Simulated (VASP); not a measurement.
# Y (Im-3m) in VASP: notebook, part 2 of 2

VASP 6.6.1.

**4. Single point, revPBE (36.82 Å³/atom)**

This run uses another cell than the first one, of 36.82 Å³/atom.

INCAR

```
SYSTEM = Y
PREC = Accurate
ENCUT = 520
EDIFF = 1E-7
ISMEAR = -1
SIGMA = 0.1
LREAL = .FALSE.
LASPH = .TRUE.
NELM = 80
ALGO = Normal
ISIF = 2
LWAVE = .FALSE.
LCHARG = .FALSE.
GGA = RE
NBANDS = 12
```

KPOINTS

```
Automatic mesh
0
G
  18 18 18
  0 0 0
```

POSCAR

```
Y
1.0
   -2.0957389197      2.0957389197      2.0957389197
    2.0957389197     -2.0957389197      2.0957389197
    2.0957389197      2.0957389197     -2.0957389197
Y
1
Direct
    0.0000000000      0.0000000000      0.0000000000
```

Potentials or basis: VASP PAW PBE potentials, release 64 (Y_sv).

Started as:

```
$ cat potpaw_PBE.64/Y_sv/POTCAR > POTCAR
$ mpirun -np 1 vasp_std > vasp.out
```

OUTCAR:

```text
SYSTEM = Y
   PREC = Accurate
   ENCUT = 520
   EDIFF = 1E-7
   ISMEAR = -1
   LREAL = .FALSE.
   LASPH = .TRUE.
   NELM = 80
   ISIF = 2
   GGA = RE

 ion  position               nearest neighbor table
   1  0.000  0.000  0.000-

  LATTYP: Found a body centered cubic cell.
 ALAT       =     4.1914778394

  Lattice vectors:

 A1 = (  -2.0957389197,   2.0957389197,   2.0957389197)
 A2 = (   2.0957389197,  -2.0957389197,   2.0957389197)
 A3 = (   2.0957389197,   2.0957389197,  -2.0957389197)

Analysis of symmetry for initial positions (statically):
=====================================================================
 Subroutine PRICEL returns:
 Original cell was already a primitive cell.

 Routine SETGRP: Setting up the symmetry group for a
 body centered cubic supercell.

 Subroutine GETGRP returns: Found 48 space group operations
 (whereof 48 operations were pure point group operations)
 out of a pool of 48 trial point group operations.

The static configuration has the point symmetry O_h .

Analysis of symmetry for dynamics (positions and initial velocities):
=====================================================================
 Subroutine PRICEL returns:
 Original cell was already a primitive cell.

 Routine SETGRP: Setting up the symmetry group for a
 body centered cubic supercell.

 Subroutine GETGRP returns: Found 48 space group operations
 (whereof 48 operations were pure point group operations)
 out of a pool of 48 trial point group operations.

The dynamic configuration has the point symmetry O_h .

 Subroutine INISYM returns: Found 48 space group operations
 (whereof 48 operations are pure point group operations),
 and found     1 'primitive' translations

----------------------------------------------------------------------------------------

                                     Primitive cell
[... 107 lines left out ...]
   IMIX   =      4    mixing-type and parameters
     AMIX     =   0.40;   BMIX     =  1.00
     AMIX_MAG =   1.60;   BMIX_MAG =  1.00
  volume/ion in A,a.u.               =      36.82       248.47
  Fermi-wavevector in a.u.,A,eV,Ry     =   1.094415  2.068144 16.296288  1.197743
  Thomas-Fermi vector in A             =   2.230719
   LORBIT       =      0    0 simple, 1 ext, 2 COOP (PROOUT), +10 PAW based schemes
   GGA     = RE    functional components
   LHFCALC =     F    Hartree Fock is set to
   AEXX    =    0.0000 exact exchange contribution
   IVDW    =     0    specifies the selected vdW correction
   LEPSILON=     F    determine dielectric tensor
   LRPA    =     F    only Hartree local field effects (RPA)
 non-spin polarized calculation
  energy-cutoff  :      520.00
  volume of cell :       36.82
 maximum number of plane-waves:      1008
   NGX = 13   NGY = 13   NGZ = 13

 number of electron      11.0000001 magnetization

 Free energy of the ion-electron system (eV)
  ---------------------------------------------------
  ext. energy  EPLUGINS =         0.00000000
  ---------------------------------------------------
  free energy    TOTEN  =        -6.06833507 eV

  energy without entropy =       -5.98227734  energy(sigma->0) =       -6.02530621

 E-fermi :   2.6562     XC(G=0):  -8.9343

 val. band max:        2.6417001881   @ k =   0.2778   0.2222   0.1111
 cond. band min:       2.6589472897   @ k =   0.2222   0.1667   0.1111
 fundamental gap:      0.0172471016
 Fermi energy:         2.6562268175

 k-point     1 :       0.0000    0.0000    0.0000
  band No.  band energies     occupation
      1     -40.5314      2.00000
      2     -20.2901      2.00000
      3     -20.2901      2.00000
      4     -20.2901      2.00000
      5      -1.9355      2.00000
      6       4.2168      0.00000
      7       4.2168      0.00000
      8       4.2168      0.00000
      9       5.8926      0.00000
     10       5.8926      0.00000
     11      12.4866      0.00000
     12      12.4866      0.00000
[... 331 lines left out ...]
 k-point    24 :       0.3889    0.1111    0.0000
  band No.  band energies     occupation
      1     -40.4914      2.00000
      2     -20.6331      2.00000
      3     -20.4197      2.00000
      4     -20.3068      2.00000
      5       0.9822      2.00000
      6       2.8840      0.18598
      7       2.9704      0.08288
      8       5.7157      0.00000
      9       6.3802      0.00000
     10       7.7457      0.00000
     11       9.4487      0.00000
     12      10.8134      0.00000

 [... further k-points ...]
[... 5 lines left out ...]
  --------------------------------------------------------------------------------------
  -------------------------------------------------------------------------------------
  Total       -0.5907349     -0.5907349     -0.5907349      0.0000000      0.0000000      0.0000000
  in kB      -25.7058333    -25.7058333    -25.7058333      0.0000000      0.0000000      0.0000000
  external PRESSURE =     -25.7058333 kB  Pullay stress =       0.0000000 kB

 VOLUME and BASIS-vectors are now :
 -----------------------------------------------------------------------------
  energy-cutoff  :      520.00
  volume of cell :       36.82
      direct lattice vectors                 reciprocal lattice vectors
    -2.095738920  2.095738920  2.095738920     0.000000000  0.238579336  0.238579336
     2.095738920 -2.095738920  2.095738920     0.238579336  0.000000000  0.238579336
     2.095738920  2.095738920 -2.095738920     0.238579336  0.238579336  0.000000000

 POSITION                                       TOTAL-FORCE (eV/Angst)
 -----------------------------------------------------------------------------------
      0.00000      0.00000      0.00000        -0.000000      0.000000      0.000000
 -----------------------------------------------------------------------------------
    total drift:                               -0.000000     -0.000000      0.000000

  FREE ENERGIE OF THE ION-ELECTRON SYSTEM (eV)
  ---------------------------------------------------
  free  energy   TOTEN  =        -6.0683350748 eV

  energy  without entropy=       -5.9822773439  energy(sigma->0) =       -6.02530621
```

stdout:

```text
POSCAR found type information on POSCAR Y
 POSCAR found :  1 types and       1 ions
 scaLAPACK will be used
 -----------------------------------------------------------------------------
|                                                                             |
|                                                                             |
|     You enforced a specific xc type in the INCAR file but a different       |
|     I HOPE YOU KNOW WHAT YOU ARE DOING!                                     |
|                                                                             |
 -----------------------------------------------------------------------------

 LDA part: xc-table for (Slater+PW92), standard interpolation
 POSCAR, INCAR and KPOINTS ok, starting setup
 FFT: planning ... GRIDC
 FFT: planning ... GRID_SOFT
 FFT: planning ... GRID
 WAVECAR not read
 entering main loop
```

Run time: 50 s. Hardware: 1 thread of Intel Xeon Platinum 8488C (Sapphire Rapids), shared host; peak memory 0.24 GiB.

What came out:

```
Free energy            : -6.0683 eV
Pressure               : -2.6 GPa
Band gap on the k mesh : zero (an odd number of electrons rules out a gap without spin polarisation)
```

Levels at points of the mesh, in eV from the Fermi level:
```tsv
k point	band 3	band 4	band 5	band 6	band 7	band 8
(0.00, 0.00, 0.00)	-22.95	-22.95	-4.59	1.56	1.56	1.56
(0.50, 0.00, 0.00)	-23.07	-22.95	-1.80	0.26	0.45	3.14
(0.50, 0.50, 0.50)	-23.21	-23.21	-1.18	-1.18	4.67	4.67
```

Caveat: the PAW data sets were made with another functional, which shifts forces and pressure a little.

**5. Single point, revPBE (38.18 Å³/atom)**

This run uses another cell than the first one, of 38.18 Å³/atom.

INCAR

```
ALGO     = Normal         # electronic algorithm
EDIFF    = 1E-7           # SCF threshold, eV
ENCUT    = 520            # plane-wave cutoff, eV
GGA      = RE             # functional
ISIF     = 2              # what is computed and relaxed
ISMEAR   = -1             # smearing method
LASPH    = T              # aspherical terms in the spheres
LCHARG   = F              # write CHGCAR
LREAL    = F              # projectors in reciprocal space
LWAVE    = F              # write WAVECAR
NBANDS   = 12             # bands
NELM     = 80             # most SCF steps
PREC     = Accurate       # precision mode
SIGMA    = 0.1            # smearing width, eV
```

KPOINTS

```
k-points
0
Gamma
  18 18 18
```

POSCAR

```
Y
1.0
   -2.1212992305      2.1212992305      2.1212992305
    2.1212992305     -2.1212992305      2.1212992305
    2.1212992305      2.1212992305     -2.1212992305
Y
1
Direct
    0.0000000000      0.0000000000      0.0000000000
```

Started as:

```
$ cat potpaw_PBE.64/Y_sv/POTCAR > POTCAR
$ mpirun -np 1 vasp_std > vasp.out
```

Run time: 58 s. Hardware: 1 thread of Intel Xeon Platinum 8488C (Sapphire Rapids), shared host; peak memory 0.24 GiB.

The run converged. Its results:

| Quantity | Value |
| --- | --- |
| Free energy | -6.0422 eV |
| Pressure | -3.5 GPa |
| Band gap on the k mesh | zero (an odd number of electrons rules out a gap without spin polarisation) |

Levels at points of the mesh, in eV from the Fermi level:
| k point | band 1 | band 2 | band 3 | band 4 | band 5 | band 6 | band 7 | band 8 | band 9 | band 10 |
| --- | --- | --- | --- | --- | --- | --- | --- | --- | --- | --- |
| (0.00, 0.00, 0.00) | -43.29 | -23.06 | -23.06 | -23.06 | -4.52 | 1.52 | 1.52 | 1.52 | 3.13 | 3.13 |
| (0.50, 0.00, 0.00) | -43.25 | -23.38 | -23.17 | -23.06 | -1.75 | 0.28 | 0.38 | 3.02 | 3.57 | 4.90 |
| (0.50, 0.50, 0.50) | -43.23 | -23.29 | -23.29 | -23.29 | -1.11 | -1.11 | 4.48 | 4.48 | 4.48 | 4.64 |

Caveat: the cell stands under tension; the PAW data sets were made with another functional, which shifts forces and pressure a little.

**6. Overview**

| cell | gap on the mesh (eV) | pressure (GPa) |
| --- | --- | --- |
| a = 3.538 Å, angles 109.5°, 1 atom | none | -0.1 |
| a = 3.585 Å, angles 109.5°, 1 atom | none | -1.5 |
| a = 3.630 Å, angles 109.5°, 1 atom | none | -2.6 |
| a = 3.674 Å, angles 109.5°, 1 atom | none | -3.5 |

Alike in all rows: task single point; level revPBE; potentials or basis VASP PAW PBE potentials, release 64 (Y_sv); no spin polarisation; k mesh 18 × 18 × 18; cutoff (eV) 520; smearing fermi-dirac 0.1 eV.

Caveats: the PAW data sets were made with another functional, which shifts forces and pressure a little; the cell stands under tension (at least some runs).

Total energies depend on the potentials used, so only differences within one code and one set of settings carry meaning.
